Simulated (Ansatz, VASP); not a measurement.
One calculation of SiGe, two programs

POSCAR

```
SiGe
1.0
    3.9044512986      0.0000000000      0.0000000000
   -1.9522256493      3.3813540124      0.0000000000
    0.0000000000      0.0000000000      6.7733221500
Si Ge
2 2
Direct
    0.6666666667      0.3333333333      0.8746070000
    0.3333333333      0.6666666667      0.3746070000
    0.6666666667      0.3333333333      0.5003920000
    0.3333333333      0.6666666667      0.0003920000
```

The input INCAR.step1:

```
SYSTEM = SiGe
  ALGO = Normal
  EDIFF = 1E-4
  ENCUT = 520
  GGA = PE
  ISMEAR = 0
  LASPH = .True.
  LCHARG = .False.
  LREAL = .False.
  LWAVE = .True.
  NBANDS = 26
  NELM = 60
  PREC = Accurate
  SIGMA = 0.05
```

The input INCAR.step2:

```
SYSTEM = SiGe
  ALGO = Normal
  EDIFF = 1E-6
  ENCUT = 520
  ISIF = 2
  ISMEAR = 0
  ISTART = 1
  LASPH = .True.
  LCHARG = .False.
  LMIXTAU = .True.
  LREAL = .False.
  LWAVE = .False.
  METAGGA = R2SCAN
  NBANDS = 26
  NELM = 60
  PREC = Accurate
  SIGMA = 0.05
```

The input KPOINTS:

```
k-points
0
Gamma
  12 12 4
  0 0 0
```

Input for Ansatz:

```yaml
crystal:
  lattice:
    - [3.9044512986, 0.0, 0.0]
    - [-1.9522256493, 3.3813540124, 0.0]
    - [0.0, 0.0, 6.77332215]
  atoms:
    - { symbol: Si, position: [0.6666666667, 0.3333333333, 0.874607] }
    - { symbol: Si, position: [0.3333333333, 0.6666666667, 0.374607] }
    - { symbol: Ge, position: [0.6666666667, 0.3333333333, 0.500392] }
    - { symbol: Ge, position: [0.3333333333, 0.6666666667, 0.000392] }
basis:
  ecutwfc: 500
kpoints:
  mp_grid: { grid: [12, 12, 4] }
hamiltonian:
  xc: r2scan
scf:
  occupations: { method: gaussian, width: 0.05 }
output:
  forces: true
  stress: true
  eigenvalues: true
```

Change from the starting cell: strain +0.000 along x and y, +0.050 along z, atoms carried along.

Alike in both runs: task single point; functional r2SCAN; k mesh 12 × 12 × 4; occupations gaussian, width 0.05 eV; no spin polarisation.

|  | VASP | Ansatz |
| --- | --- | --- |
| version | VASP 6.6.1 | Ansatz 0.2.0 |
| potentials or method | VASP PAW PBE potentials, release 64 (Si, Ge_d), cutoff 520 eV | scalar-relativistic, plane waves, PAW |
| valence electrons in the cell | 36 | 36 |

|  | VASP | Ansatz | Ansatz less VASP |
| --- | --- | --- | --- |
| gap on the k mesh at the Fermi level (eV) | 0.75 | 0.75 | +0.004 |
| least direct gap on the mesh (eV) | 0.93 | 0.95 | +0.015 |
| pressure (GPa) | -3.4 | -3.4 | +0.06 |
| traceless stress, the component that is largest in VASP (GPa) | -5.76 | -5.74 | +0.025 |
| rms of the force components (eV/Å) | 0.175 | 0.172 | -0.0031 |

VASP's potentials were made for PBE, not for r2SCAN. Atom by atom the forces differ by 0.003 eV/Å (rms over components).
